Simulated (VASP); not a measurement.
Set up this calculation in VASP 6.6.1, as the native input.

| Property | Result |
| --- | --- |
| Task | single point |
| Functional | PBE |
| Potentials or basis | VASP PAW PBE potentials, release 64 (Mo_sv, Se) |
| Cutoff | 520 eV |
| k mesh | 12 × 12 × 6 |
| Occupations | gaussian, width 0.1 eV |
| Spin | no spin polarisation |
| Hubbard terms | Mo d U = 4.38 eV |
| Dipole correction | no |
| Further INCAR settings | ALGO = Normal; EDIFF = 1e-06; NBANDS = 28 |

The structure of MoSe lies in POSCAR:

```
MoSe
1.0
    4.2490870313      0.0000000000      0.0000000000
   -2.1245435157      3.6798173120      0.0000000000
    0.0000000000      0.0000000000      7.2023755963
Mo Se
2 2
Direct
    0.0000000000      0.0000000000      0.0000000000
    0.0000000000      0.0000000000      0.5000000000
    0.3333333333      0.6666666667      0.2500000000
    0.6666666667      0.3333333333      0.7500000000
```

These files were run (other wordings do the same):

INCAR

```
ALGO = Normal ; EDIFF = 1E-6
ENCUT = 520 ; GGA = PE
ISIF = 2 ; ISMEAR = 0
LASPH = T ; LCHARG = T
LDAU = T ; LDAUJ = 0 0
LDAUL = 2 -1 ; LDAUPRINT = 1
LDAUTYPE = 2 ; LDAUU = 4.38 0
LELF = T ; LMAXMIX = 4
LREAL = F ; LVHAR = T
LWAVE = F ; NBANDS = 28
NELM = 150 ; PREC = Accurate
SIGMA = 0.1
```

KPOINTS

```
k-points
0
Gamma
  12 12 6
```

Potentials or basis: VASP PAW PBE potentials, release 64 (Mo_sv, Se).

Launch:

```bash
$ cat potpaw_PBE.64/Mo_sv/POTCAR potpaw_PBE.64/Se/POTCAR > POTCAR
$ mpirun -np 1 vasp_std > vasp.out
```

Results of the run:

* Pressure: -14.0 GPa
* Band gap on the k mesh: zero (band 20 reaches 3.91 eV, above the bottom of band 21 at 3.76 eV)

Caveat: U without spin polarisation on a metal has little footing.

Wall time 6.1 min on 1 thread of Oxide Virtual Turin-like Processor (shared host), peak memory 0.32 GiB.
